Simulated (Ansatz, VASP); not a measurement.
# Two plane-wave programs on TiO2

```
CELL_PARAMETERS angstrom
2.98955 0.00000 0.00000
-1.49478 2.58903 0.00000
0.00000 0.00000 5.51168
ATOMIC_POSITIONS crystal
Ti 0.00000 0.00000 0.50000
O 0.33333 0.66667 0.67504
O 0.66667 0.33333 0.32496
```

Alike in both runs: functional PBE; k mesh 12 × 12 × 4; occupations gaussian, width 0.02 eV; no spin polarisation.

Ansatz relaxed the structure, and its values are those at the end. VASP's run is a single point on that final structure, the one shown.

|  | VASP | Ansatz |
| --- | --- | --- |
| version | VASP 6.6.1 | Ansatz 0.2.0 |
| potentials or method | VASP PAW PBE potentials, release 64 (Ti_sv, O), cutoff 520 eV | scalar-relativistic, plane waves, PAW |
| valence electrons in the cell | 24 | 24 |

```tsv
	VASP	Ansatz	Ansatz less VASP
gap on the k mesh at the Fermi level (eV)	2.63	2.66	+0.025
least direct gap on the mesh (eV)	2.87	2.89	+0.021
pressure (GPa)	0.6	0.0	-0.58
rms of the force components (eV/Å)	0.028	0.000	-0.0281
```
